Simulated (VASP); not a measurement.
Here is a VASP 6.6.1 calculation.

Contents of INCAR:

```
  PREC = Accurate
  ENCUT = 520
  EDIFF = 1E-6
  ISMEAR = -1
  SIGMA = 0.02
  LREAL = False
  LASPH = True
  NELM = 80
  ALGO = Normal
  ISIF = 2
  LWAVE = False
  LCHARG = False
  GGA = PE
  NBANDS = 11
```

The input KPOINTS:

```
Automatic mesh
0
Gamma
  10 10 10
```

The input POSCAR:

```
SiC
1.0
    0.0315228309      2.1701524310      2.1701524310
    2.1701524310      0.0315228309      2.1701524310
    2.1701524310      2.1701524310      0.0315228309
Si C
1 1
Direct
    0.0007164660      0.0007164660      0.0007164660
    0.2492835340      0.2492835340      0.2492835340
```

Potentials or basis: VASP PAW PBE potentials, release 64 (Si, C).

The run is started by

```console
$ cat potpaw_PBE.64/Si/POTCAR potpaw_PBE.64/C/POTCAR > POTCAR
$ mpirun -np 1 vasp_std > vasp.out
```

Question: Estimate the pressure.

Answer: 11.5 GPa.

Question: Estimate the band gap on the k mesh.

Answer: 1.23 eV, indirect (least direct gap 4.43 eV).

Stress tensor (GPa, compression positive):
```
11.49 -3.88 -3.88
-3.88 11.49 -3.88
-3.88 -3.88 11.49
```

Caveat: the cell differs from its parent crystal (epitaxial 111 strain -1.8%). A k mesh can miss the band edges.
